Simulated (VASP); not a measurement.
Wanted: the native input for a VASP 6.6.1 run.

* Task: relaxation of cell and atoms
* Functional: PBE
* Potentials or basis: VASP PAW PBE potentials, release 64 (Hf_pv, Al, O)
* Cutoff: 600 eV
* k mesh: 6 × 6 × 6
* Occupations: gaussian, width 0.1 eV
* Spin: no spin polarisation
* Dipole correction: no
* Further INCAR settings: ALGO = Normal; EDIFF = 1e-06; IBRION = 2; EDIFFG = -0.01; NSW = 100; ISIF = 3

The structure of HfAl3O4 lies in POSCAR:

```
HfAl3O4
1.0
    5.9821406754      0.0000000000      0.0000000000
    0.0000000000      5.9821406754      0.0000000000
    0.0000000000      0.0000000000      5.9821406754
Hf Al O
1 3 4
Direct
    0.0000000000      0.0000000000      0.0000000000
    0.0000000000      0.0000000000      0.5000000000
    0.0000000000      0.5000000000      0.0000000000
    0.5000000000      0.0000000000      0.0000000000
    0.8110688092      0.8110688092      0.1889311908
    0.8110688092      0.1889311908      0.8110688092
    0.1889311908      0.8110688092      0.8110688092
    0.1889311908      0.1889311908      0.1889311908
```

One way to write it, as run:

INCAR

```
SYSTEM = HfAl3O4
PREC     = Accurate       ! precision mode
ENCUT    = 600            ! plane-wave cutoff, eV
EDIFF    = 1E-6           ! SCF threshold, eV
ISMEAR   = 0              ! smearing method
SIGMA    = 0.1            ! smearing width, eV
LREAL    = .FALSE.        ! projectors in reciprocal space
LASPH    = .TRUE.         ! aspherical terms in the spheres
NELM     = 100            ! most SCF steps
ALGO     = Normal         ! electronic algorithm
ISIF     = 3              ! what is computed and relaxed
LWAVE    = .FALSE.        ! write WAVECAR
LCHARG   = .FALSE.        ! write CHGCAR
GGA      = PE             ! functional
IBRION   = 2              ! ionic algorithm
NSW      = 100            ! ionic steps
EDIFFG   = -0.01          ! ionic threshold
```

KPOINTS

```
Automatic mesh
0
G
  6 6 6
  0 0 0
```

Potentials or basis: VASP PAW PBE potentials, release 64 (Hf_pv, Al, O).

Run with:

```bash
$ cat potpaw_PBE.64/Hf_pv/POTCAR potpaw_PBE.64/Al/POTCAR potpaw_PBE.64/O/POTCAR > POTCAR
$ mpirun -np 1 vasp_std > vasp.out
```

It gave:

```yaml
Relaxed_volume: 26.74 Å³/atom
Relaxed_cell: a = 5.981 Å, b = 5.981 Å, c = 5.981 Å, α = 90.00°, β = 90.00°, γ = 90.00°
Space_group_after_relaxing_to_0.05_Å: P-43m (No. 215)
Energy_gained_by_relaxing: 0.0 meV/atom
Ionic_steps: 3
Pressure_after_relaxing: 0.1 GPa
Largest_force_after_relaxing: 0.009 eV/Å
```

Caveat: an odd number of electrons without spin polarisation forces a metal; a magnetic or distorted state may lie lower.

Wall time 97 s on 1 thread of Intel(R) Xeon(R) 6975P-C (Granite Rapids) (shared host), peak memory 0.42 GiB.
